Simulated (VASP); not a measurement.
# ZnSe (rocksalt type) (Fm-3m) in VASP: further runs

Runs on ZnSe (rocksalt type). Level: PBE. Tasks: electric field gradients, density of states.

Everything below comes from runs of VASP 6.6.1. Logs are shortened: lines on timing, memory, paths and dates and some standing lists are left out, and cuts for length are marked.

## 1. The cell of the first run

Symmetry: Fm-3m, No. 225, cubic system. Conventional cell: a = 5.473 Å, b = 5.473 Å, c = 5.473 Å, α = 90.00°, β = 90.00°, γ = 90.00°. Zn (site symmetry m-3m) has 6 Se at 2.74 Å within 3.6 Å. Within 3.6 Å of Se (site symmetry m-3m) lie 6 Zn at 2.74 Å.

## 2. Electric field gradients, PBE (volume scaled by 1.06)

File INCAR:

```
ALGO = Normal ; EDIFF = 1E-8
ENCUT = 520 ; GGA = PE
ISIF = 2 ; ISMEAR = -1
LASPH = True ; LCHARG = False
LEFG = True ; LREAL = False
LWAVE = False ; NBANDS = 16
NELM = 60 ; PREC = Accurate
SIGMA = 0.08
```

File KPOINTS:

```
k-points
0
Gamma
  13 13 13
```

File POSCAR:

```
ZnSe
1.0
    0.0000000000      2.7362507069      2.7362507069
    2.7362507069      0.0000000000      2.7362507069
    2.7362507069      2.7362507069      0.0000000000
Zn Se
1 1
Direct
    0.0000000000      0.0000000000      0.0000000000
    0.5000000000      0.5000000000      0.5000000000
```

Potentials or basis: VASP PAW PBE potentials, release 64 (Zn, Se).

The run is started by

```sh
> cat potpaw_PBE.64/Zn/POTCAR potpaw_PBE.64/Se/POTCAR > POTCAR
> mpirun -np 1 vasp_std > vasp.out
```

OUTCAR:

```text
EDIFF = 1E-8
   ENCUT = 520
   GGA = PE
   ISIF = 2
   ISMEAR = -1
   LASPH = True
   LREAL = False
   NELM = 60
   PREC = Accurate

 ion  position               nearest neighbor table
   1  0.000  0.000  0.000-   2 2.74   2 2.74   2 2.74   2 2.74   2 2.74   2 2.74
   2  0.500  0.500  0.500-   1 2.74   1 2.74   1 2.74   1 2.74   1 2.74   1 2.74

  LATTYP: Found a face centered cubic cell.
 ALAT       =     5.4725014138

  Lattice vectors:

 A1 = (   0.0000000000,   2.7362507069,   2.7362507069)
 A2 = (   2.7362507069,   0.0000000000,   2.7362507069)
 A3 = (   2.7362507069,   2.7362507069,   0.0000000000)

Analysis of symmetry for initial positions (statically):
=====================================================================
 Subroutine PRICEL returns:
 Original cell was already a primitive cell.

 Routine SETGRP: Setting up the symmetry group for a
 face centered cubic supercell.

 Subroutine GETGRP returns: Found 48 space group operations
 (whereof 48 operations were pure point group operations)
 out of a pool of 48 trial point group operations.

The static configuration has the point symmetry O_h .

Analysis of symmetry for dynamics (positions and initial velocities):
=====================================================================
 Subroutine PRICEL returns:
 Original cell was already a primitive cell.

 Routine SETGRP: Setting up the symmetry group for a
 face centered cubic supercell.

 Subroutine GETGRP returns: Found 48 space group operations
 (whereof 48 operations were pure point group operations)
 out of a pool of 48 trial point group operations.

The dynamic configuration has the point symmetry O_h .

 Subroutine INISYM returns: Found 48 space group operations
 (whereof 48 operations are pure point group operations),
 and found     1 'primitive' translations

----------------------------------------------------------------------------------------

                                     Primitive cell

  volume of cell :      40.9730

  direct lattice vectors                    reciprocal lattice vectors
     0.000000000  2.736250707  2.736250707    -0.182731794  0.182731794  0.182731794
     2.736250707  0.000000000  2.736250707     0.182731794 -0.182731794  0.182731794
     2.736250707  2.736250707  0.000000000     0.182731794  0.182731794 -0.182731794

  length of vectors
     3.869642860  3.869642860  3.869642860     0.316500751  0.316500751  0.316500751

  position of ions in fractional coordinates (direct lattice)
     0.000000000  0.000000000  0.000000000
     0.500000000  0.500000000  0.500000000

  ion indices of the primitive-cell ions
   primitive index   ion index
                 1           1
                 2           2

----------------------------------------------------------------------------------------

 KPOINTS: k-points

Automatic generation of k-mesh.
 Grid dimensions read from file:
 generate k-points for:   13   13   13

 Generating k-lattice:

  Cartesian coordinates                     Fractional coordinates (reciprocal lattice)
    -0.014056292  0.014056292  0.014056292     0.076923077  0.000000000  0.000000000
     0.014056292 -0.014056292  0.014056292     0.000000000  0.076923077  0.000000000
     0.014056292  0.014056292 -0.014056292     0.000000000  0.000000000  0.076923077

  Length of vectors
     0.024346212  0.024346212  0.024346212

  Shift w.r.t. Gamma in fractional coordinates (k-lattice)
     0.000000000  0.000000000  0.000000000

 Subroutine IBZKPT returns following result:
 ===========================================

 Found     84 irreducible k-points:

 Following reciprocal coordinates:
            Coordinates               Weight
  0.000000  0.000000  0.000000      1.000000
  0.076923  0.000000  0.000000      8.000000
  0.153846  0.000000  0.000000      8.000000
  0.230769  0.000000  0.000000      8.000000
  0.307692  0.000000  0.000000      8.000000
  0.384615  0.000000  0.000000      8.000000
[... 16 lines left out ...]
  0.384615  0.153846  0.000000     24.000000
  0.461538  0.153846  0.000000     24.000000
 [... further k-points ...]
   k-points           NKPTS =     84   k-points in BZ     NKDIM =     84   number of bands    NBANDS=     16
   number of dos      NEDOS =    301   number of ions     NIONS =      2
   total plane-waves  NPLWV =  27000
   dimension x,y,z NGX =    30 NGY =   30 NGZ =   30
   dimension x,y,z NGXF=    60 NGYF=   60 NGZF=   60
   ions per type =               1   1
   NGX,Y,Z   is equivalent  to a cutoff of  12.89, 12.89, 12.89 a.u.
   NGXF,Y,Z  is equivalent  to a cutoff of  25.78, 25.78, 25.78 a.u.
 SYSTEM =  unknown system
   PREC   = accura    normal or accurate (medium, high low for compatibility)
   ISTART =      0    job   : 0-new  1-cont  2-samecut
   ICHARG =      2    charge: 1-file 2-atom 10-const
   ISPIN  =      1    spin polarized calculation?
   LNONCOLLINEAR =      F non collinear calculations
   LSORBIT =      F    spin-orbit coupling
   LASPH  =      T    aspherical Exc in radial PAW
   ENCUT  =  520.0 eV  38.22 Ry    6.18 a.u.   7.19  7.19  7.19*2*pi/ulx,y,z
   NELM   =     60;   NELMIN=  2; NELMDL= -5     # of ELM steps
   EDIFF  = 0.1E-07   stopping-criterion for ELM
   LREAL  =      F    real-space projection
   EDIFFG = 0.1E-06   stopping-criterion for IOM
   NSW    =      0    number of steps for IOM
   IBRION =     -1    ionic relax: 0-MD 1-quasi-New 2-CG
   NFREE  =      0    steps in history (QN), initial steepest desc. (CG)
   ISIF   =      2    stress and relaxation
   ISYM   =      2    0-nonsym 1-usesym 2-fastsym
   POTIM  = 0.5000    time-step for ionic-motion
   TEBEG  =    0.0;   TEEND  =   0.0 temperature during run
   PSTRESS=    0.0 pullay stress
   NELECT =      18.0000    total number of electrons
   NUPDOWN=      -1.0000    fix difference up-down
   EMIN   =  10.00;   EMAX   =-10.00  energy-range for DOS
   EFERMI =   0.00;   METHOD = LEGACY
   ISMEAR =    -1;   SIGMA  =   0.08  broadening in eV -4-tet -1-fermi 0-gaus
   EFERMI_NEDOS =   21; number of points for ismear=-14 and -15
   IALGO  =     38    algorithm
   IMIX   =      4    mixing-type and parameters
     AMIX     =   0.40;   BMIX     =  1.00
     AMIX_MAG =   1.60;   BMIX_MAG =  1.00
  volume/ion in A,a.u.               =      20.49       138.25
  Fermi-wavevector in a.u.,A,eV,Ry     =   1.244514  2.351790 21.072908  1.548815
  Thomas-Fermi vector in A             =   2.378777
   LORBIT       =      0    0 simple, 1 ext, 2 COOP (PROOUT), +10 PAW based schemes
   GGA     = PE    functional components
   LHFCALC =     F    Hartree Fock is set to
   AEXX    =    0.0000 exact exchange contribution
   IVDW    =     0    specifies the selected vdW correction
   LEPSILON=     F    determine dielectric tensor
   LRPA    =     F    only Hartree local field effects (RPA)
 non-spin polarized calculation
  energy-cutoff  :      520.00
  volume of cell :       40.97
 maximum number of plane-waves:      1117
 NGX is ok and might be reduce to    30
   NGX = 15   NGY = 15   NGZ = 15

 number of electron      18.0000003 magnetization

 Free energy of the ion-electron system (eV)
  ---------------------------------------------------
  ext. energy  EPLUGINS =         0.00000000
  ---------------------------------------------------
  free energy    TOTEN  =        -5.40011458 eV

  energy without entropy =       -5.38730320  energy(sigma->0) =       -5.39370889

 E-fermi :   2.5655     XC(G=0): -10.1383

 val. band max:        2.5216048018   @ k =  -0.3077   0.0769   0.0000
 cond. band min:       2.5685493279   @ k =  -0.1538   0.1538   0.0000
 fundamental gap:      0.0469445262
 Fermi energy:         2.5655234262

 k-point     1 :       0.0000    0.0000    0.0000
  band No.  band energies     occupation
      1     -10.8326      2.00000
      2      -3.8881      2.00000
      3      -3.8881      2.00000
      4      -3.8708      2.00000
      5      -3.8708      2.00000
      6      -3.8708      2.00000
[... 8 lines left out ...]
     15      12.1027      0.00000
     16      12.1028      0.00000
[... 419 lines left out ...]
 k-point    24 :       0.4615    0.1538    0.0000
  band No.  band energies     occupation
      1      -9.6766      2.00000
      2      -4.0989      2.00000
      3      -4.0191      2.00000
      4      -4.0069      2.00000
      5      -3.7909      2.00000
      6      -3.7745      2.00000
[... 8 lines left out ...]
     15      16.2273      0.00000
     16      16.8049      0.00000

 [... further k-points ...]

------------------------ aborting loop because EDIFF is reached ----------------------------------------

  FORCE on cell =-STRESS in cart. coord.  units (eV):
  Direction    XX          YY          ZZ          XY          YZ          ZX
  --------------------------------------------------------------------------------------
  -------------------------------------------------------------------------------------
  Total       -0.8655140     -0.8655140     -0.8655140      0.0000000      0.0000000      0.0000000
  in kB      -33.8444149    -33.8444149    -33.8444149      0.0000000      0.0000000      0.0000000
  external PRESSURE =     -33.8444149 kB  Pullay stress =       0.0000000 kB

 VOLUME and BASIS-vectors are now :
 -----------------------------------------------------------------------------
  energy-cutoff  :      520.00
  volume of cell :       40.97
      direct lattice vectors                 reciprocal lattice vectors
     0.000000000  2.736250707  2.736250707    -0.182731794  0.182731794  0.182731794
     2.736250707  0.000000000  2.736250707     0.182731794 -0.182731794  0.182731794
     2.736250707  2.736250707  0.000000000     0.182731794  0.182731794 -0.182731794

 POSITION                                       TOTAL-FORCE (eV/Angst)
 -----------------------------------------------------------------------------------
      0.00000      0.00000      0.00000         0.000000     -0.000000      0.000000
      2.73625      2.73625      2.73625        -0.000000      0.000000     -0.000000
 -----------------------------------------------------------------------------------
    total drift:                               -0.000000      0.000000      0.000000

  FREE ENERGIE OF THE ION-ELECTRON SYSTEM (eV)
  ---------------------------------------------------
  free  energy   TOTEN  =        -5.4001145777 eV

  energy  without entropy=       -5.3873031959  energy(sigma->0) =       -5.39370889

 Electric field gradients (V/A^2)
---------------------------------------------------------------------
 ion       V_xx      V_yy      V_zz      V_xy      V_xz      V_yz
---------------------------------------------------------------------
   1       0.000     0.000    -0.000     0.005     0.005     0.005
   2      -0.000    -0.000    -0.000    -0.000    -0.000    -0.000
---------------------------------------------------------------------

 Electric field gradients after diagonalization (V/A^2)
 (convention: |V_zz| > |V_xx| > |V_yy|)
----------------------------------------------------------------------
 ion       V_xx      V_yy      V_zz     asymmetry (V_yy - V_xx)/ V_zz
----------------------------------------------------------------------
   1      -0.005    -0.005     0.009       0.000
   2       0.000     0.000    -0.001       0.000
----------------------------------------------------------------------

           NMR quadrupolar parameters

 Cq : quadrupolar parameter    Cq=e*Q*V_zz/h
 eta: asymmetry parameters     (V_yy - V_xx)/ V_zz
 Q  : nuclear electric quadrupole moment in mb (millibarn)
----------------------------------------------------------------------
 ion       Cq(MHz)       eta       Q (mb)
----------------------------------------------------------------------
   1       0.000       0.000       1.000
   2      -0.000       0.000       1.000
----------------------------------------------------------------------
```

It took 76 s on 1 thread of Intel Xeon Platinum 8259CL at 2.50GHz (Skylake/Cascade Lake), shared host; peak memory 0.2 GiB.

Results:

* Free energy: -5.4001 eV
* Pressure: -3.4 GPa
* Band gap on the k mesh: zero (band 9 reaches 2.58 eV, above the bottom of band 10 at 1.65 eV)

Caveat: the cell differs from its parent crystal (volume scaled by 1.06); without QUAD_EFG the Cq values of the log hold for a quadrupole moment of 1 mb, not for the nuclei.

## 3. Density of states, PBE

This run uses another cell than the first one, of 19.33 Å³/atom, 0.943 times its volume.

File POSCAR:

```
ZnSe
1.0
    0.0000000000      2.6836173955      2.6836173955
    2.6836173955      0.0000000000      2.6836173955
    2.6836173955      2.6836173955      0.0000000000
Zn Se
1 1
Direct
    0.0000000000      0.0000000000      0.0000000000
    0.5000000000      0.5000000000      0.5000000000
```

File INCAR.step1:

```
ALGO = Normal ; EDIFF = 1E-6
ENCUT = 520 ; GGA = PE
ISIF = 2 ; ISMEAR = -1
LASPH = T ; LCHARG = T
LREAL = F ; LWAVE = F
NBANDS = 16 ; NELM = 60
PREC = Accurate ; SIGMA = 0.08
```

File KPOINTS.step1:

```
k-points
0
Gamma
  13 13 13
```

File INCAR.step2:

```
ALGO = Normal ; EDIFF = 1E-6
ENCUT = 520 ; GGA = PE
ICHARG = 11 ; ISIF = 2
ISMEAR = -5 ; LASPH = T
LCHARG = F ; LORBIT = 11
LREAL = F ; LWAVE = F
NEDOS = 1001 ; NELM = 60
PREC = Accurate ; SIGMA = 0.08
```

File KPOINTS.step2:

```
k-points
0
Gamma
  20 20 20
```

Potentials or basis: VASP PAW PBE potentials, release 64 (Zn, Se).

The run is started by

```sh
> cat potpaw_PBE.64/Zn/POTCAR potpaw_PBE.64/Se/POTCAR > POTCAR
> cp INCAR.step1 INCAR
> cp KPOINTS.step1 KPOINTS
> mpirun -np 1 vasp_std > vasp.out
> cp INCAR.step2 INCAR
> cp KPOINTS.step2 KPOINTS
> mpirun -np 1 vasp_std > vasp.out
```

Run time: 1.8 min. Hardware: 1 thread of Intel Xeon Platinum 8259CL at 2.50GHz (Skylake/Cascade Lake), shared host; peak memory 0.26 GiB.

The run converged. Its results:

```yaml
Valence_electrons_inside_the_program's_atomic_spheres: Zn 10.60; Se 3.85
```

Levels at points of the mesh, in eV from the Fermi level:
```csv
k point,band 5,band 6,band 7,band 8,band 9,band 10,band 11,band 12,band 13
"(0.00, 0.00, 0.00)",-6.46,-6.46,-0.38,-0.38,-0.38,0.79,8.68,8.68,8.68
"(0.50, 0.00, 0.00)",-6.36,-6.36,-5.52,-0.04,-0.04,3.39,5.08,5.08,6.28
"(0.50, 0.50, 0.00)",-6.32,-6.03,-4.89,-2.32,-2.32,-0.93,5.08,11.28,11.28
```

Caveat: tetrahedron occupations give inexact forces and stress in metals.
